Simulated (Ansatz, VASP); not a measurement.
**SiC: VASP beside Ansatz**

File INCAR:

```
SYSTEM = SiC
PREC     = Accurate       ! precision mode
ENCUT    = 600            ! plane-wave cutoff, eV
EDIFF    = 1E-6           ! SCF threshold, eV
ISMEAR   = 0              ! smearing method
SIGMA    = 0.01           ! smearing width, eV
LREAL    = .FALSE.        ! projectors in reciprocal space
LASPH    = .TRUE.         ! aspherical terms in the spheres
NELM     = 120            ! most SCF steps
ALGO     = Normal         ! electronic algorithm
ISIF     = 2              ! what is computed and relaxed
LWAVE    = .FALSE.        ! write WAVECAR
LCHARG   = .TRUE.         ! write CHGCAR
GGA      = PE             ! functional
LELF     = .TRUE.         ! ELF
LVHAR    = .TRUE.       
NBANDS   = 11             ! bands
GGA_COMPAT= .FALSE.
```

File KPOINTS:

```
Automatic mesh
0
G
  6 6 6
  0 0 0
```

File POSCAR:

```
SiC
1.0
    0.0000000000      2.1900000000      2.1900000000
    2.1900000000      0.0000000000      2.1900000000
    2.1900000000      2.1900000000      0.0000000000
Si C
1 1
Direct
    0.0024410161     -0.0024410161     -0.0024410161
    0.2442922374      0.2557077626      0.2557077626
```

Input for Ansatz:

```yaml
crystal:
  atoms:
  - position: [0.0024410160609955266, -0.0024410160609955266, -0.0024410160609955266]
    symbol: Si
  - position: [0.24429223744292236, 0.2557077625570776, 0.2557077625570776]
    symbol: C
  lattice:
  - [0.0, 2.19, 2.19]
  - [2.19, 0.0, 2.19]
  - [2.19, 2.19, 0.0]
hamiltonian:
  dispersion: none
  pseudopotentials:
    kind: all_electron
    lapw: {}
    relativity: scalar
  xc: pbe
kpoints:
  mp_grid:
    grid: [6, 6, 6]
    shift: [0, 0, 0]
magnetization: {spin_polarized: false}
output: {forces: true, stress: true}
scf:
  occupations: {method: fixed}
```

Alike in both runs: task single point; functional PBE; k mesh 6 × 6 × 6; no spin polarisation.

|  | VASP | Ansatz |
| --- | --- | --- |
| version | VASP 6.6.1 | Ansatz 0.2 development build |
| potentials or method | VASP PAW PBE potentials, release 64 (Si, C), cutoff 600 eV | all-electron full-potential LAPW, scalar-relativistic |
| occupations | gaussian, width 0.01 eV | fixed |

Ansatz gave:

- gap on the k mesh at the Fermi level (eV): 1.20
- pressure (GPa): 0.2
- traceless stress, the component that is largest in VASP (GPa): -2.03
- rms of the force components (eV/Å): 0.382

Task: Estimate VASP's values.

Result: gap on the k mesh at the Fermi level (eV): 1.20; pressure (GPa): 0.0; traceless stress, the component that is largest in VASP (GPa): -2.03; rms of the force components (eV/Å): 0.382.

Atom by atom the forces differ by 0.000 eV/Å (rms over components). Ansatz ran all-electron here, and VASP with PAW potentials.
